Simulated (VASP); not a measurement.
# Co2Si3 (P-3m1) in VASP: notebook

Co2Si3 is run at these levels: PBE; tasks: single point, relaxation of cell and atoms.

Program: VASP 6.6.1. These are calculated values, not measurements. Logs are shortened: lines on timing, memory, paths and dates and some standing lists are left out, and cuts for length are marked.

**1. The cell of the first run**

Symmetry: P-3m1, No. 164, trigonal system. Conventional cell: a = 3.836 Å, b = 3.836 Å, c = 4.685 Å, α = 90.00°, β = 90.00°, γ = 120.00°. Within 3.0 Å of Co (site symmetry 3m) lie 8 Si at 2.28 to 2.40 Å and 3 Co at 2.66 Å. Si (site symmetry -3m) has 6 Co at 2.34 Å and 6 Si at 2.77 Å within 3.1 Å. Si (site symmetry 3m) has 5 Co at 2.28 to 2.40 Å and 6 Si at 2.60 to 2.77 Å within 3.0 Å.

**2. Single point, PBE**

Input file INCAR:

```
PREC = Accurate
ENCUT = 520
EDIFF = 1E-6
ISMEAR = 0
SIGMA = 0.1
LREAL = F
LASPH = T
NELM = 100
ALGO = Normal
ISIF = 2
LWAVE = F
LCHARG = F
GGA = PE
NBANDS = 23
```

Input file KPOINTS:

```
Automatic mesh
0
Gamma
  6 6 4
```

Input file POSCAR:

```
Co2Si3
1.0
    3.8358164900      0.0000000000      0.0000000000
   -1.9179082450      3.3219145246      0.0000000000
    0.0000000000      0.0000000000      4.6848755824
Co Si
2 3
Direct
    0.3333333333      0.6666666667      0.1582096384
    0.6666666667      0.3333333333      0.8417903616
    0.0000000000      0.0000000000      0.0000000000
    0.3333333333      0.6666666667      0.6450783458
    0.6666666667      0.3333333333      0.3549216542
```

Potentials or basis: VASP PAW PBE potentials, release 64 (Co, Si).

The run is started by

```sh
cat potpaw_PBE.64/Co/POTCAR potpaw_PBE.64/Si/POTCAR > POTCAR
mpirun -np 1 vasp_std > vasp.out
```

OUTCAR:

```text
PREC = Accurate
   ENCUT = 520
   EDIFF = 1E-6
   ISMEAR = 0
   LREAL = F
   LASPH = T
   NELM = 100
   ISIF = 2
   GGA = PE

 ion  position               nearest neighbor table
   1  0.333  0.667  0.158-   4 2.28   3 2.34   3 2.34   3 2.34   5 2.40   5 2.40   5 2.40   4 2.40
                             2 2.66   2 2.66   2 2.66
   2  0.667  0.333  0.842-   5 2.28   3 2.34   3 2.34   3 2.34   4 2.40   4 2.40   4 2.40   5 2.40
                             1 2.66   1 2.66   1 2.66
   3  0.000  0.000  0.000-   1 2.34   2 2.34   2 2.34   1 2.34   2 2.34   1 2.34   4 2.77   5 2.77
                             5 2.77   4 2.77   4 2.77   5 2.77
   4  0.333  0.667  0.645-   1 2.28   2 2.40   2 2.40   2 2.40   1 2.40   5 2.60   5 2.60   5 2.60
                             3 2.77   3 2.77   3 2.77
   5  0.667  0.333  0.355-   2 2.28   1 2.40   1 2.40   1 2.40   2 2.40   4 2.60   4 2.60   4 2.60
                             3 2.77   3 2.77   3 2.77

  LATTYP: Found a hexagonal cell.
 ALAT       =     3.8358164900
 C/A-ratio  =     1.2213502900

  Lattice vectors:

 A1 = (   3.8358164900,   0.0000000000,   0.0000000000)
 A2 = (  -1.9179082450,   3.3219145246,   0.0000000000)
 A3 = (   0.0000000000,   0.0000000000,   4.6848755824)

Analysis of symmetry for initial positions (statically):
=====================================================================
 Subroutine PRICEL returns:
 Original cell was already a primitive cell.

 Routine SETGRP: Setting up the symmetry group for a
 hexagonal supercell.

 Subroutine GETGRP returns: Found 12 space group operations
 (whereof 12 operations were pure point group operations)
 out of a pool of 24 trial point group operations.

The static configuration has the point symmetry D_3d.

Analysis of symmetry for dynamics (positions and initial velocities):
=====================================================================
 Subroutine PRICEL returns:
 Original cell was already a primitive cell.

 Routine SETGRP: Setting up the symmetry group for a
 hexagonal supercell.

 Subroutine GETGRP returns: Found 12 space group operations
 (whereof 12 operations were pure point group operations)
 out of a pool of 24 trial point group operations.

The dynamic configuration has the point symmetry D_3d.

 Subroutine INISYM returns: Found 12 space group operations
 (whereof 12 operations are pure point group operations),
 and found     1 'primitive' translations

----------------------------------------------------------------------------------------

                                     Primitive cell

  volume of cell :      59.6959

  direct lattice vectors                    reciprocal lattice vectors
     3.835816490  0.000000000  0.000000000     0.260700689  0.150515613  0.000000000
    -1.917908245  3.321914525  0.000000000     0.000000000  0.301031225  0.000000000
     0.000000000  0.000000000  4.684875582     0.000000000  0.000000000  0.213452840

  length of vectors
     3.835816490  3.835816490  4.684875582     0.301031225  0.301031225  0.213452840

  position of ions in fractional coordinates (direct lattice)
     0.333333333  0.666666667  0.158209638
     0.666666667  0.333333333  0.841790362
     0.000000000  0.000000000  0.000000000
     0.333333333  0.666666667  0.645078346
     0.666666667  0.333333333  0.354921654

  ion indices of the primitive-cell ions
   primitive index   ion index
                 1           1
                 2           2
                 3           3
                 4           4
                 5           5

----------------------------------------------------------------------------------------

 KPOINTS: Automatic mesh

Automatic generation of k-mesh.
 Grid dimensions read from file:
 generate k-points for:    6    6    4

 Generating k-lattice:

  Cartesian coordinates                     Fractional coordinates (reciprocal lattice)
     0.043450115  0.025085935  0.000000000     0.166666667  0.000000000  0.000000000
     0.000000000  0.050171871  0.000000000     0.000000000  0.166666667  0.000000000
[... 46 lines left out ...]
 maximum number of plane-waves:      1636
 NGX is ok and might be reduce to    30
   NGX = 15   NGY = 15   NGZ = 17

 number of electron      29.9999995 magnetization

 Free energy of the ion-electron system (eV)
  ---------------------------------------------------
  ext. energy  EPLUGINS =         0.00000000
  ---------------------------------------------------
  free energy    TOTEN  =       -32.67467382 eV

  energy without entropy =      -32.66585297  energy(sigma->0) =      -32.67026339

 E-fermi :  11.6245     XC(G=0): -12.1948

 val. band max:       11.6113362209   @ k =   0.3333   0.3333   0.2500
 cond. band min:      11.6398283344   @ k =   0.0000   0.0000   0.0000
 fundamental gap:      0.0284921135
 Fermi energy:        11.6245474627

 k-point     1 :       0.0000    0.0000    0.0000
  band No.  band energies     occupation
      1      -2.4539      2.00000
      2       3.2775      2.00000
      3       3.4059      2.00000
      4       6.4478      2.00000
      5       6.4478      2.00000
      6       7.7565      2.00000
[... 15 lines left out ...]
     22      15.7910      0.00000
     23      17.8276      0.00000

 k-point     2 :       0.1667   -0.0000    0.0000
  band No.  band energies     occupation
      1      -2.0870      2.00000
      2       3.4350      2.00000
      3       3.5071      2.00000
      4       5.8585      2.00000
      5       6.5387      2.00000
      6       7.0265      2.00000
[... 15 lines left out ...]
     22      15.7684      0.00000
     23      16.1931      0.00000

 k-point     3 :       0.3333    0.0000    0.0000
  band No.  band energies     occupation
      1      -1.0145      2.00000
      2       2.6409      2.00000
      3       3.8002      2.00000
      4       5.3673      2.00000
      5       6.6486      2.00000
      6       6.7363      2.00000
[... 15 lines left out ...]
     22      15.8148      0.00000
     23      18.4942      0.00000
[... 495 lines left out ...]
 k-point    23 :       0.3333    0.1667    0.5000
  band No.  band energies     occupation
      1       1.3519      2.00000
      2       1.4758      2.00000
      3       3.0446      2.00000
      4       4.0610      2.00000
      5       5.4603      2.00000
      6       5.8122      2.00000
[... 15 lines left out ...]
     22      17.6976      0.00000
     23      18.8403      0.00000

 k-point    24 :       0.3333    0.3333    0.5000
  band No.  band energies     occupation
      1       2.2493      2.00000
      2       2.4087      2.00000
      3       2.4087      2.00000
      4       4.1212      2.00000
      5       4.1212      2.00000
      6       4.7186      2.00000
[... 15 lines left out ...]
     22      17.7794      0.00000
     23      18.9985      0.00000

------------------------ aborting loop because EDIFF is reached ----------------------------------------

  FORCE on cell =-STRESS in cart. coord.  units (eV):
  Direction    XX          YY          ZZ          XY          YZ          ZX
  --------------------------------------------------------------------------------------
  -------------------------------------------------------------------------------------
  Total       -0.0384532     -0.0384532     -0.0420833      0.0000000      0.0000000     -0.0000000
  in kB       -1.0320445     -1.0320445     -1.1294722      0.0000000      0.0000000     -0.0000000
  external PRESSURE =      -1.0645204 kB  Pullay stress =       0.0000000 kB

 VOLUME and BASIS-vectors are now :
 -----------------------------------------------------------------------------
  energy-cutoff  :      520.00
  volume of cell :       59.70
      direct lattice vectors                 reciprocal lattice vectors
     3.835816490  0.000000000  0.000000000     0.260700689  0.150515613  0.000000000
    -1.917908245  3.321914525  0.000000000     0.000000000  0.301031225  0.000000000
     0.000000000  0.000000000  4.684875582     0.000000000  0.000000000  0.213452840

 POSITION                                       TOTAL-FORCE (eV/Angst)
 -----------------------------------------------------------------------------------
     -0.00000      2.21461      0.74119         0.000000     -0.000000      0.010139
      1.91791      1.10730      3.94368        -0.000000      0.000000     -0.010139
      0.00000      0.00000      0.00000        -0.000000     -0.000000      0.000000
     -0.00000      2.21461      3.02211         0.000000      0.000000     -0.005708
      1.91791      1.10730      1.66276        -0.000000     -0.000000      0.005708
 -----------------------------------------------------------------------------------
    total drift:                                0.000000      0.000000     -0.000000

  FREE ENERGIE OF THE ION-ELECTRON SYSTEM (eV)
  ---------------------------------------------------
  free  energy   TOTEN  =       -32.6746738200 eV

  energy  without entropy=      -32.6658529680  energy(sigma->0) =      -32.67026339
```

Run time: 18 s. Hardware: 1 thread of AMD EPYC 9R45 (Zen 5), shared host; peak memory 0.15 GiB.

Results:

```yaml
Free_energy: -32.6747 eV
Pressure: -0.1 GPa
Largest_force: 0.010 eV/Å
Band_gap_on_the_k_mesh: zero (band 15 reaches 12.43 eV, above the bottom of band 16 at 11.48 eV)
```

Forces in eV/Å, atoms in the order of the input:
```
Co   0.000  0.000  0.010
Co   0.000  0.000 -0.010
Si   0.000  0.000  0.000
Si   0.000  0.000 -0.006
Si   0.000  0.000  0.006
```

Levels at points of the mesh, in eV from the Fermi level:
| k point | band 12 | band 13 | band 14 | band 15 | band 16 | band 17 | band 18 | band 19 |
| --- | --- | --- | --- | --- | --- | --- | --- | --- |
| (0.00, 0.00, 0.00) | -1.80 | -1.64 | 0.02 | 0.02 | 1.29 | 2.21 | 2.23 | 2.23 |
| (0.50, 0.00, 0.00) | -2.31 | -2.22 | -1.91 | -1.58 | 0.58 | 0.83 | 2.02 | 2.78 |
| (0.00, 0.00, 0.50) | -2.04 | -0.62 | 0.80 | 0.80 | 1.86 | 2.13 | 2.13 | 2.23 |
| (0.50, 0.00, 0.50) | -2.14 | -1.93 | -1.49 | -1.19 | 0.56 | 0.73 | 2.24 | 4.12 |

**3. Relaxation of cell and atoms, PBE**

This run uses another cell than the first one, of 12.13 Å³/atom, 1.016 times its volume.

Input file INCAR:

```
SYSTEM = Co2Si3
PREC = Accurate
ENCUT = 600
EDIFF = 1E-6
ISMEAR = 0
SIGMA = 0.1
LREAL = .FALSE.
LASPH = .TRUE.
NELM = 60
ALGO = Normal
ISIF = 3
LWAVE = .FALSE.
LCHARG = .FALSE.
GGA = PE
IBRION = 2
NSW = 90
EDIFFG = -0.04
```

Input file KPOINTS:

```
Automatic mesh
0
G
  6 6 4
  0 0 0
```

Input file POSCAR:

```
Co2Si3
1.0
    3.5572381532      0.0000000000      0.0000000000
   -1.7786190766      3.0806586080      0.0000000000
    0.0000000000      0.0000000000      5.5344847409
Co Si
2 3
Direct
    0.3333333333      0.6666666667      0.2450000000
    0.6666666667      0.3333333333      0.7550000000
    0.0000000000      0.0000000000      0.0000000000
    0.3333333333      0.6666666667      0.6450000000
    0.6666666667      0.3333333333      0.3550000000
```

Potentials or basis: VASP PAW PBE potentials, release 64 (Co, Si).

The run is started by

```sh
cat potpaw_PBE.64/Co/POTCAR potpaw_PBE.64/Si/POTCAR > POTCAR
mpirun -np 1 vasp_std > vasp.out
```

It took 4.3 min on 1 thread of AMD EPYC 9R45 (Zen 5), shared host; peak memory 0.18 GiB.

It converged, with:

```yaml
Free_energy: -32.6741 eV
Relaxed_volume: 11.92 Å³/atom
Relaxed_cell: a = 3.834 Å, b = 3.834 Å, c = 4.684 Å, α = 90.00°, β = 90.00°, γ = 120.00°
Space_group_after_relaxing_to_0.05_Å: P-3m1 (No. 164)
Energy_gained_by_relaxing: 411.2 meV/atom
Ionic_steps: 17
Pressure_after_relaxing: 0.1 GPa
Largest_force_after_relaxing: 0.018 eV/Å
Band_gap_on_the_k_mesh: zero (band 15 reaches 12.44 eV, above the bottom of band 16 at 11.50 eV)
```

Forces on the atoms (eV/Å):
```
Co   0.000  0.000 -0.006
Co   0.000  0.000  0.006
Si   0.000  0.000  0.000
Si   0.000  0.000  0.018
Si   0.000  0.000 -0.018
```

The path:
```
step  energy change (eV)  largest force (eV/Å)  pressure (GPa)  volume (Å³)
   1              0.0000                3.1635           18.19        60.65
   2             -0.4273                0.5252          -17.31        73.49
   3             -0.7057                1.3362           -6.99        67.97
   4             -1.1110                1.2823           -5.04        65.23
   5             -1.6913                1.7832           11.14        57.14
   6             -1.7061                1.1228            4.08        59.59
   7             -1.7340                1.3772            6.88        58.52
   8             -1.8896                1.1066            2.54        59.13
   9             -1.8932                1.0432            2.07        59.25
  10             -1.9959                0.7145           -1.19        60.12
  11             -2.0286                0.3449           -3.95        61.03
  12             -2.0503                0.0396            1.00        59.48
  13             -2.0516                0.0443           -0.28        59.79
  14             -2.0549                0.0720           -0.07        59.70
  15             -2.0552                0.1012           -0.03        59.67
  16             -2.0557                0.0431            0.07        59.65
  17             -2.0558                0.0179            0.13        59.62
```

Final structure:
```yaml
crystal:
  lattice:
    - [3.83394, 0.00000, 0.00000]
    - [-1.91697, 3.32029, 0.00000]
    - [0.00000, 0.00000, 4.68386]
  atoms:
    - { symbol: Co, position: [0.33333, 0.66667, 0.15837] }
    - { symbol: Co, position: [0.66667, 0.33333, 0.84163] }
    - { symbol: Si, position: [0.00000, 0.00000, 0.00000] }
    - { symbol: Si, position: [0.33333, 0.66667, 0.64478] }
    - { symbol: Si, position: [0.66667, 0.33333, 0.35522] }
```

Levels at points of the mesh, in eV from the Fermi level:
| k point | band 12 | band 13 | band 14 | band 15 | band 16 | band 17 | band 18 | band 19 |
| --- | --- | --- | --- | --- | --- | --- | --- | --- |
| (0.00, 0.00, 0.00) | -1.81 | -1.64 | 0.02 | 0.02 | 1.30 | 2.23 | 2.23 | 2.23 |
| (0.50, 0.00, 0.00) | -2.31 | -2.22 | -1.92 | -1.58 | 0.58 | 0.84 | 2.02 | 2.78 |
| (0.00, 0.00, 0.50) | -2.05 | -0.61 | 0.80 | 0.80 | 1.86 | 2.14 | 2.14 | 2.23 |
| (0.50, 0.00, 0.50) | -2.14 | -1.93 | -1.49 | -1.19 | 0.56 | 0.73 | 2.24 | 4.12 |

Spin polarisation is off, so any magnetic state and its effect on volume and gap are missing.

**4. Single point, PBE**

Input file INCAR:

```
PREC = Accurate
ENCUT = 520
EDIFF = 1E-7
ISMEAR = 0
SIGMA = 0.1
LREAL = F
LASPH = T
NELM = 80
ALGO = Normal
ISIF = 2
LWAVE = F
LCHARG = F
GGA = PE
NBANDS = 23
```

Input file KPOINTS:

```
regular mesh
0
Gamma
  12 12 8
```

Input file POSCAR:

```
Co2Si3
1.0
    3.8478972070      0.0000000000      0.0000000000
   -1.9239486035      3.3323767324      0.0000000000
    0.0000000000      0.0000000000      4.6632977127
Co Si
2 3
Direct
    0.3333333333      0.6666666667      0.1572707389
    0.6666666667      0.3333333333      0.8427292611
    0.0000000000      0.0000000000      0.0000000000
    0.3333333333      0.6666666667      0.6450738873
    0.6666666667      0.3333333333      0.3549261127
```

The run is started by

```sh
cat potpaw_PBE.64/Co/POTCAR potpaw_PBE.64/Si/POTCAR > POTCAR
mpirun -np 1 vasp_std > vasp.out
```

Wall time 1.9 min (1 thread of AMD EPYC 9R45 (Zen 5), shared host); peak memory 0.26 GiB.

Results (log left out):

```yaml
Free_energy: -32.6789 eV
Pressure: -0.1 GPa
Band_gap_on_the_k_mesh: zero (band 15 reaches 12.41 eV, above the bottom of band 16 at 11.46 eV)
```

Stress tensor (GPa, compression positive):
```
-0.13  0.00  0.00
 0.00 -0.13  0.00
 0.00  0.00  0.00
```

Levels at points of the mesh, in eV from the Fermi level:
| k point | band 13 | band 14 | band 15 | band 16 | band 17 | band 18 |
| --- | --- | --- | --- | --- | --- | --- |
| (0.00, 0.00, 0.00) | -1.67 | -0.03 | -0.03 | 1.23 | 2.16 | 2.18 |
| (0.50, 0.00, 0.00) | -2.23 | -1.92 | -1.59 | 0.57 | 0.82 | 2.00 |
| (0.00, 0.00, 0.50) | -0.65 | 0.79 | 0.79 | 1.81 | 2.07 | 2.07 |
| (0.50, 0.00, 0.50) | -1.93 | -1.50 | -1.19 | 0.55 | 0.67 | 2.18 |

**5. Single point, PBE, collinear spin, ferromagnetic start**

This run uses another cell than the first one, of 12.13 Å³/atom, 1.016 times its volume.

Input file INCAR:

```
SYSTEM = Co2Si3
PREC = Accurate ; ENCUT = 520
EDIFF = 1E-6 ; ISMEAR = 0
SIGMA = 0.1 ; LREAL = .False.
LASPH = .True. ; NELM = 150
ALGO = Normal ; ISIF = 2
LWAVE = .False. ; LCHARG = .True.
ISPIN = 2 ; MAGMOM = 3 3 0 0 0
LORBIT = 11 ; LMAXMIX = 4
GGA = PE ; LELF = .True.
LVHAR = .True. ; NBANDS = 27
```

Input file KPOINTS:

```
regular mesh
0
Gamma
  6 6 4
  0 0 0
```

Input file POSCAR:

```
Co2Si3
1.0
    3.5572381532      0.0000000000      0.0000000000
   -1.7786190766      3.0806586080      0.0000000000
    0.0000000000      0.0000000000      5.5344847409
Co Si
2 3
Direct
    0.3333333333      0.6666666667      0.2450000000
    0.6666666667      0.3333333333      0.7550000000
    0.0000000000      0.0000000000      0.0000000000
    0.3333333333      0.6666666667      0.6450000000
    0.6666666667      0.3333333333      0.3550000000
```

The run is started by

```sh
cat potpaw_PBE.64/Co/POTCAR potpaw_PBE.64/Si/POTCAR > POTCAR
mpirun -np 1 vasp_std > vasp.out
```

Wall time 60 s (1 thread of AMD EPYC 9R45 (Zen 5), shared host); peak memory 0.2 GiB.

It converged, with:

| Quantity | Value |
| --- | --- |
| Free energy | -30.6183 eV |
| Pressure | 18.2 GPa |
| Largest force | 3.164 eV/Å |
| Band gap on the k mesh | zero (filled and empty bands overlap) |
| Net moment | 0.00 μB per cell |
| Valence electrons inside the program's atomic spheres | Co 8.90; Si 1.57, 1.70 |

Forces in eV/Å, atoms in the order of the input:
```
Co   0.000  0.000 -3.164
Co   0.000  0.000  3.164
Si   0.000  0.000  0.000
Si   0.000  0.000 -0.787
Si   0.000  0.000  0.787
```

Stress tensor (GPa, compression positive):
```
23.23  0.00  0.00
 0.00 23.23  0.00
 0.00  0.00  8.17
```

Levels at points of the mesh, in eV from the Fermi level:
Spin up:
```
           k point  band 12  band 13  band 14  band 15  band 16  band 17  band 18  band 19
(0.00, 0.00, 0.00)    -1.66    -1.42     2.18     2.18     3.07     3.07     3.52     3.84
(0.50, 0.00, 0.00)    -1.70    -1.66    -1.64    -1.30    -0.66     0.84     2.07     3.61
(0.00, 0.00, 0.50)    -1.81    -0.16     0.67     1.61     1.61     3.92     4.39     4.39
(0.50, 0.00, 0.50)    -1.62    -1.59    -1.47    -0.18     0.30     0.54     1.56     3.61
```
Spin down:
```tsv
k point	band 13	band 14	band 15	band 16	band 17	band 18
(0.00, 0.00, 0.00)	-1.42	2.18	2.18	3.07	3.07	3.52
(0.50, 0.00, 0.00)	-1.66	-1.64	-1.30	-0.66	0.84	2.07
(0.00, 0.00, 0.50)	-0.16	0.67	1.61	1.61	3.92	4.39
(0.50, 0.00, 0.50)	-1.59	-1.47	-0.18	0.30	0.54	1.56
```

Caveat: the starting moments collapsed, and a magnetic state may lie lower; forces of over 1 eV/Å act on the atoms, so gaps and moduli don't describe the material at rest.

**6. Overview**

```tsv
task	cell	k mesh	cutoff (eV)	gap on the mesh (eV)	pressure (GPa)	largest force (eV/Å)
single point	a = 3.836, b = 3.836, c = 4.685 Å, angles 90.0, 90.0, 120.0°, 5 atoms	6 × 6 × 4	520	none	-0.1	0.01
relaxation of cell and atoms	relaxed from a = 3.557, b = 3.557, c = 5.534 Å, angles 90.0, 90.0, 120.0°, 5 atoms	6 × 6 × 4	600	none	0.1	0.02
single point	a = 3.848, b = 3.848, c = 4.663 Å, angles 90.0, 90.0, 120.0°, 5 atoms	12 × 12 × 8	520	none	-0.1	-
```

Alike in all rows: level PBE; potentials or basis VASP PAW PBE potentials, release 64 (Co, Si); no spin polarisation; smearing gaussian 0.1 eV.

Absolute energies hang on the potentials; compare differences alone.
